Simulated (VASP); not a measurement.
# Hg (I4_1/amd) in VASP: notebook

Hg is run at these levels: PBEsol; tasks: single point.

Everything below comes from runs of VASP 6.6.1. Logs are shortened: lines on timing, memory, paths and dates and some standing lists are left out, and cuts for length are marked.

## (1) The cell of the first run

Symmetry: I4_1/amd, No. 141, tetragonal system. Conventional cell: a = 4.610 Å, b = 4.610 Å, c = 2.385 Å, α = 90.00°, β = 90.00°, γ = 90.00°. Within 3.1 Å of Hg (site symmetry -4m2) lie 10 Hg at 2.38 to 2.92 Å.

## (2) Single point, PBEsol

Input file INCAR:

```
ALGO = Normal ; EDIFF = 1E-6
ENCUT = 520 ; GGA = PS
ISIF = 2 ; ISMEAR = -1
LASPH = True ; LCHARG = False
LREAL = False ; LWAVE = False
NBANDS = 19 ; NELM = 60
PREC = Accurate ; SIGMA = 0.05
```

Input file KPOINTS:

```
k-points
0
Gamma
  18 18 18
```

Input file POSCAR:

```
Hg
1.0
   -2.3048677947      2.3048677947      1.1922818523
    2.3048677947     -2.3048677947      1.1922818523
    2.3048677947      2.3048677947     -1.1922818523
Hg
2
Direct
   -0.3750000000     -0.1250000000     -0.2500000000
    0.3750000000      0.1250000000      0.2500000000
```

Potentials or basis: VASP PAW PBE potentials, release 64 (Hg).

Started as:

```
> cat potpaw_PBE.64/Hg/POTCAR > POTCAR
> mpirun -np 1 vasp_std > vasp.out
```

OUTCAR:

```text
EDIFF = 1E-6
   ENCUT = 520
   GGA = PS
   ISIF = 2
   ISMEAR = -1
   LASPH = True
   LREAL = False
   NELM = 60
   PREC = Accurate

 ion  position               nearest neighbor table
   1  0.625  0.875  0.750-   2 2.38   2 2.38   2 2.38   2 2.38   2 2.92   2 2.92   2 2.92   2 2.92
                             2 3.77   2 3.77
   2  0.375  0.125  0.250-   1 2.38   1 2.38   1 2.38   1 2.38   1 2.92   1 2.92   1 2.92   1 2.92
                             1 3.77   1 3.77

  LATTYP: Found a body centered tetragonal cell.
 ALAT       =     4.6097355894
 C/A-ratio  =     0.5172886076

  Lattice vectors:

 A1 = (  -2.3048677947,   2.3048677947,   1.1922818523)
 A2 = (   2.3048677947,  -2.3048677947,   1.1922818523)
 A3 = (   2.3048677947,   2.3048677947,  -1.1922818523)

Analysis of symmetry for initial positions (statically):
=====================================================================
 Subroutine PRICEL returns:
 Original cell was already a primitive cell.

 Routine SETGRP: Setting up the symmetry group for a
 body centered tetragonal supercell.

 Subroutine GETGRP returns: Found 16 space group operations
 (whereof  4 operations were pure point group operations)
 out of a pool of 16 trial point group operations.

The static configuration has the point symmetry C_2h.
 The point group associated with its full space group is D_4h.

Analysis of symmetry for dynamics (positions and initial velocities):
=====================================================================
 Subroutine PRICEL returns:
 Original cell was already a primitive cell.

 Routine SETGRP: Setting up the symmetry group for a
 body centered tetragonal supercell.

 Subroutine GETGRP returns: Found 16 space group operations
 (whereof  4 operations were pure point group operations)
 out of a pool of 16 trial point group operations.

The dynamic configuration has the point symmetry C_2h.
 The point group associated with its full space group is D_4h.

 Subroutine INISYM returns: Found 16 space group operations
 (whereof  4 operations are pure point group operations),
 and found     1 'primitive' translations

----------------------------------------------------------------------------------------

                                     Primitive cell

  volume of cell :      25.3356

  direct lattice vectors                    reciprocal lattice vectors
    -2.304867795  2.304867795  1.192281852     0.000000000  0.216932182  0.419363927
     2.304867795 -2.304867795  1.192281852     0.216932182  0.000000000  0.419363927
     2.304867795  2.304867795 -1.192281852     0.216932182  0.216932182  0.000000000

  length of vectors
     3.470787680  3.470787680  3.470787680     0.472150056  0.472150056  0.306788434

  position of ions in fractional coordinates (direct lattice)
     0.625000000  0.875000000  0.750000000
     0.375000000  0.125000000  0.250000000

  ion indices of the primitive-cell ions
   primitive index   ion index
                 1           1
                 2           2

----------------------------------------------------------------------------------------

 KPOINTS: k-points

Automatic generation of k-mesh.
 Grid dimensions read from file:
 generate k-points for:   18   18   18

 Generating k-lattice:

  Cartesian coordinates                     Fractional coordinates (reciprocal lattice)
     0.000000000  0.012051788  0.023297996     0.055555556 -0.000000000  0.000000000
     0.012051788  0.000000000  0.023297996    -0.000000000  0.055555556  0.000000000
     0.012051788  0.012051788  0.000000000     0.000000000  0.000000000  0.055555556

  Length of vectors
     0.026230559  0.026230559  0.017043802

  Shift w.r.t. Gamma in fractional coordinates (k-lattice)
     0.000000000  0.000000000  0.000000000

 Subroutine IBZKPT returns following result:
 ===========================================

 Found    480 irreducible k-points:

 Following reciprocal coordinates:
            Coordinates               Weight
  0.000000  0.000000  0.000000      1.000000
  0.055556  0.000000 -0.000000      8.000000
  0.111111  0.000000 -0.000000      8.000000
  0.166667  0.000000  0.000000      8.000000
  0.222222  0.000000 -0.000000      8.000000
  0.277778  0.000000 -0.000000      8.000000
[... 16 lines left out ...]
 -0.277778  0.055556  0.000000     16.000000
 -0.222222  0.055556  0.000000     16.000000
 [... further k-points ...]
   k-points           NKPTS =    480   k-points in BZ     NKDIM =    480   number of bands    NBANDS=     19
   number of dos      NEDOS =    301   number of ions     NIONS =      2
   total plane-waves  NPLWV =  21952
   dimension x,y,z NGX =    28 NGY =   28 NGZ =   28
   dimension x,y,z NGXF=    56 NGYF=   56 NGZF=   56
   ions per type =               2
   NGX,Y,Z   is equivalent  to a cutoff of  13.41, 13.41, 13.41 a.u.
   NGXF,Y,Z  is equivalent  to a cutoff of  26.82, 26.82, 26.82 a.u.
 SYSTEM =  unknown system
   PREC   = accura    normal or accurate (medium, high low for compatibility)
   ISTART =      0    job   : 0-new  1-cont  2-samecut
   ICHARG =      2    charge: 1-file 2-atom 10-const
   ISPIN  =      1    spin polarized calculation?
   LNONCOLLINEAR =      F non collinear calculations
   LSORBIT =      F    spin-orbit coupling
   LASPH  =      T    aspherical Exc in radial PAW
   ENCUT  =  520.0 eV  38.22 Ry    6.18 a.u.   6.45  6.45  6.45*2*pi/ulx,y,z
   NELM   =     60;   NELMIN=  2; NELMDL= -5     # of ELM steps
   EDIFF  = 0.1E-05   stopping-criterion for ELM
   LREAL  =      F    real-space projection
   EDIFFG = 0.1E-04   stopping-criterion for IOM
   NSW    =      0    number of steps for IOM
   IBRION =     -1    ionic relax: 0-MD 1-quasi-New 2-CG
   NFREE  =      0    steps in history (QN), initial steepest desc. (CG)
   ISIF   =      2    stress and relaxation
   ISYM   =      2    0-nonsym 1-usesym 2-fastsym
   POTIM  = 0.5000    time-step for ionic-motion
   TEBEG  =    0.0;   TEEND  =   0.0 temperature during run
   PSTRESS=    0.0 pullay stress
   NELECT =      24.0000    total number of electrons
   NUPDOWN=      -1.0000    fix difference up-down
   EMIN   =  10.00;   EMAX   =-10.00  energy-range for DOS
   EFERMI =   0.00;   METHOD = LEGACY
   ISMEAR =    -1;   SIGMA  =   0.05  broadening in eV -4-tet -1-fermi 0-gaus
   EFERMI_NEDOS =   21; number of points for ismear=-14 and -15
   IALGO  =     38    algorithm
   IMIX   =      4    mixing-type and parameters
     AMIX     =   0.40;   BMIX     =  1.00
     AMIX_MAG =   1.60;   BMIX_MAG =  1.00
  volume/ion in A,a.u.               =      12.67        85.49
  Fermi-wavevector in a.u.,A,eV,Ry     =   1.607811  3.038322 35.171813  2.585055
  Thomas-Fermi vector in A             =   2.703780
   LORBIT       =      0    0 simple, 1 ext, 2 COOP (PROOUT), +10 PAW based schemes
   GGA     = PS    functional components
   LHFCALC =     F    Hartree Fock is set to
   AEXX    =    0.0000 exact exchange contribution
   IVDW    =     0    specifies the selected vdW correction
   LEPSILON=     F    determine dielectric tensor
   LRPA    =     F    only Hartree local field effects (RPA)
 non-spin polarized calculation
  energy-cutoff  :      520.00
  volume of cell :       25.34
 maximum number of plane-waves:       699
 NGX is ok and might be reduce to    28
   NGX = 13   NGY = 13   NGZ = 13

 number of electron      23.9999998 magnetization

 Free energy of the ion-electron system (eV)
  ---------------------------------------------------
  ext. energy  EPLUGINS =         0.00000000
  ---------------------------------------------------
  free energy    TOTEN  =         7.69485794 eV

  energy without entropy =        7.70020004  energy(sigma->0) =        7.69752899

 E-fermi :  11.2409     XC(G=0): -14.6549

 val. band max:       11.2352110087   @ k =   0.3333   0.1111   0.1111
 cond. band min:      11.2430184752   @ k =  -0.1111   0.5000   0.1111
 fundamental gap:      0.0078074665
 Fermi energy:        11.2409040038

 k-point     1 :       0.0000    0.0000    0.0000
  band No.  band energies     occupation
      1      -6.2018      2.00000
      2      -3.9568      2.00000
      3      -3.4866      2.00000
      4      -3.2412      2.00000
      5      -2.6633      2.00000
      6       1.9836      2.00000
[... 11 lines left out ...]
     18      31.3590      0.00000
     19      32.1787      0.00000

 k-point     2 :       0.0556    0.0000   -0.0000
  band No.  band energies     occupation
      1      -6.0518      2.00000
      2      -3.8907      2.00000
      3      -3.4808      2.00000
      4      -3.0410      2.00000
      5      -2.5582      2.00000
      6       1.5284      2.00000
[... 11 lines left out ...]
     18      29.9572      0.00000
     19      30.4353      0.00000

 k-point     3 :       0.1111    0.0000   -0.0000
  band No.  band energies     occupation
      1      -5.6208      2.00000
      2      -3.6980      2.00000
      3      -3.3881      2.00000
      4      -2.5408      2.00000
      5      -2.2467      2.00000
      6       0.8322      2.00000
[... 11 lines left out ...]
     18      27.4890      0.00000
     19      28.6812      0.00000

 k-point     4 :       0.1667    0.0000    0.0000
  band No.  band energies     occupation
      1      -4.9725      2.00000
      2      -3.4005      2.00000
      3      -3.2098      2.00000
      4      -1.8945      2.00000
      5      -1.6908      2.00000
      6       0.0545      2.00000
[... 11 lines left out ...]
     18      26.4787      0.00000
     19      27.0632      0.00000

 k-point     5 :       0.2222    0.0000   -0.0000
  band No.  band energies     occupation
      1      -4.2353      2.00000
      2      -3.0520      2.00000
      3      -3.0146      2.00000
      4      -1.4020      2.00000
      5      -0.8732      2.00000
      6      -0.6607      2.00000
[... 11 lines left out ...]
     18      25.5920      0.00000
     19      25.9301      0.00000

 k-point     6 :       0.2778    0.0000   -0.0000
  band No.  band energies     occupation
      1      -3.6150      2.00000
      2      -2.9023      2.00000
      3      -2.7985      2.00000
      4      -1.1196      2.00000
      5      -1.1046      2.00000
      6      -0.4373      2.00000
[... 11 lines left out ...]
     18      24.2992      0.00000
     19      24.4260      0.00000

 k-point     7 :       0.3333    0.0000    0.0000
  band No.  band energies     occupation
      1      -3.3755      2.00000
      2      -2.8650      2.00000
      3      -2.7421      2.00000
      4      -1.3432      2.00000
      5      -1.0885      2.00000
      6       0.0625      2.00000
[... 11 lines left out ...]
     18      24.0102      0.00000
     19      25.2836      0.00000

 k-point     8 :       0.3889    0.0000    0.0000
  band No.  band energies     occupation
      1      -3.4334      2.00000
      2      -3.1272      2.00000
      3      -2.4833      2.00000
      4      -1.8077      2.00000
      5      -0.7205      2.00000
      6       0.2116      2.00000
[... 256 lines left out ...]
 k-point    20 :      -0.4444    0.0556    0.0000
  band No.  band energies     occupation
      1      -3.3708      2.00000
      2      -3.1934      2.00000
      3      -2.3676      2.00000
      4      -1.9914      2.00000
      5      -0.4608      2.00000
      6       0.0890      2.00000
[... 11 lines left out ...]
     18      25.2602      0.00000
     19      27.2475      0.00000

 k-point    21 :      -0.3889    0.0556    0.0000
  band No.  band energies     occupation
      1      -3.3070      2.00000
      2      -2.9781      2.00000
      3      -2.5314      2.00000
      4      -1.5993      2.00000
      5      -0.7886      2.00000
      6       0.2036      2.00000
[... 11 lines left out ...]
     18      24.7028      0.00000
     19      26.4592      0.00000

 k-point    22 :      -0.3333    0.0556    0.0000
  band No.  band energies     occupation
      1      -3.4866      2.00000
      2      -2.9132      2.00000
      3      -2.6367      2.00000
      4      -1.2375      2.00000
      5      -0.8606      2.00000
      6      -0.4531      2.00000
[... 11 lines left out ...]
     18      24.9853      0.00000
     19      25.2093      0.00000

 k-point    23 :      -0.2778    0.0556    0.0000
  band No.  band energies     occupation
      1      -4.0427      2.00000
      2      -2.9843      2.00000
      3      -2.8434      2.00000
      4      -1.4851      2.00000
      5      -1.0293      2.00000
      6      -0.4586      2.00000
[... 11 lines left out ...]
     18      25.2873      0.00000
     19      26.5124      0.00000

 k-point    24 :      -0.2222    0.0556    0.0000
  band No.  band energies     occupation
      1      -4.7715      2.00000
      2      -3.2665      2.00000
      3      -3.0875      2.00000
      4      -2.0087      2.00000
      5      -1.7363      2.00000
      6       0.1484      2.00000
[... 11 lines left out ...]
     18      26.4093      0.00000
     19      26.8868      0.00000

 [... further k-points ...]

------------------------ aborting loop because EDIFF is reached ----------------------------------------

  FORCE on cell =-STRESS in cart. coord.  units (eV):
  Direction    XX          YY          ZZ          XY          YZ          ZX
  --------------------------------------------------------------------------------------
  -------------------------------------------------------------------------------------
  Total       38.5036486     38.5036486     38.7557822     -0.0000000     -0.0000000      0.0000000
  in kB     2434.9020966   2434.9020966   2450.8465721     -0.0000000     -0.0000000      0.0000000
  external PRESSURE =    2440.2169218 kB  Pullay stress =       0.0000000 kB

 VOLUME and BASIS-vectors are now :
 -----------------------------------------------------------------------------
  energy-cutoff  :      520.00
  volume of cell :       25.34
      direct lattice vectors                 reciprocal lattice vectors
    -2.304867795  2.304867795  1.192281852     0.000000000  0.216932182  0.419363927
     2.304867795 -2.304867795  1.192281852     0.216932182  0.000000000  0.419363927
     2.304867795  2.304867795 -1.192281852     0.216932182  0.216932182  0.000000000

 POSITION                                       TOTAL-FORCE (eV/Angst)
 -----------------------------------------------------------------------------------
      2.30487      1.15243      0.89421        -0.000000      0.000000     -0.000000
      0.00000      1.15243      0.29807         0.000000     -0.000000      0.000000
 -----------------------------------------------------------------------------------
    total drift:                                0.000000      0.000000     -0.000000

  FREE ENERGIE OF THE ION-ELECTRON SYSTEM (eV)
  ---------------------------------------------------
  free  energy   TOTEN  =         7.6948579387 eV

  energy  without entropy=        7.7002000438  energy(sigma->0) =        7.69752899
```

Run time: 4.8 min. Hardware: 1 thread of Oxide Virtual Turin-like, shared host; peak memory 0.28 GiB.

Results:

- Free energy: 7.6949 eV
- Pressure: 244.0 GPa
- Band gap on the k mesh: zero (bands 12 and 13 overlap by 6.88 eV)

Levels at points of the mesh, in eV from the Fermi level:
```tsv
k point	band 9	band 10	band 11	band 12	band 13	band 14	band 15	band 16
(0.00, 0.00, 0.00)	-9.20	-7.69	-6.20	-0.52	-0.52	6.82	10.49	13.09
(0.50, 0.00, 0.00)	-8.27	-7.79	-3.97	-0.43	1.85	3.22	7.01	10.07
(0.50, 0.50, 0.00)	-8.51	-8.51	-8.21	-8.21	7.56	7.56	9.11	9.11
(0.50, 0.50, 0.50)	-8.97	-8.97	-7.36	-7.36	-1.44	-1.44	15.85	15.85
```

Caveat: the cell stands under pressure; the PAW data sets were made with another functional, which shifts forces and pressure a little; spin-orbit coupling is left out, which moves the levels of the heavy elements.

## (3) Single point, PBEsol

Input file INCAR:

```
  ALGO = Normal
  EDIFF = 1E-6
  ENCUT = 520
  GGA = PS
  ISIF = 2
  ISMEAR = -1
  LASPH = True
  LCHARG = True
  LELF = True
  LREAL = False
  LVHAR = True
  LWAVE = False
  NBANDS = 19
  NELM = 60
  PREC = Accurate
  SIGMA = 0.05
```

KPOINTS is that of step 2.

Input file POSCAR:

```
Hg
1.0
   -2.3050010659      2.3050010659      1.1923449508
    2.3050010659     -2.3050010659      1.1923449508
    2.3050010659      2.3050010659     -1.1923449508
Hg
2
Direct
   -0.3750000000     -0.1250000000     -0.2500000000
    0.3750000000      0.1250000000      0.2500000000
```

Potentials or basis: VASP PAW PBE potentials, release 64 (Hg).

Started as:

```
> cat potpaw_PBE.64/Hg/POTCAR > POTCAR
> mpirun -np 1 vasp_std > vasp.out
```

Run time: 3.6 min. Hardware: 1 thread of Oxide Virtual Turin-like, shared host; peak memory 0.28 GiB.

Results (log left out):

| Property | Result |
| --- | --- |
| Free energy | 7.6884 eV |
| Pressure | 243.8 GPa |
| Band gap on the k mesh | zero (bands 12 and 13 overlap by 6.88 eV) |

Stress tensor (GPa, compression positive):
```
243.31   0.00   0.00
  0.00 243.31   0.00
  0.00   0.00 244.91
```

Levels at points of the mesh, in eV from the Fermi level:
```
           k point  band 9  band 10  band 11  band 12  band 13  band 14  band 15  band 16
(0.00, 0.00, 0.00)   -9.20    -7.69    -6.19    -0.52    -0.52     6.81    10.49    13.09
(0.50, 0.00, 0.00)   -8.26    -7.79    -3.97    -0.43     1.85     3.22     7.01    10.06
(0.50, 0.50, 0.00)   -8.51    -8.51    -8.21    -8.21     7.56     7.56     9.11     9.11
(0.50, 0.50, 0.50)   -8.97    -8.97    -7.36    -7.36    -1.44    -1.44    15.85    15.85
```

Caveat: the cell stands under pressure; the PAW data sets were made with another functional, which shifts forces and pressure a little; spin-orbit coupling is left out, which moves the levels of the heavy elements.
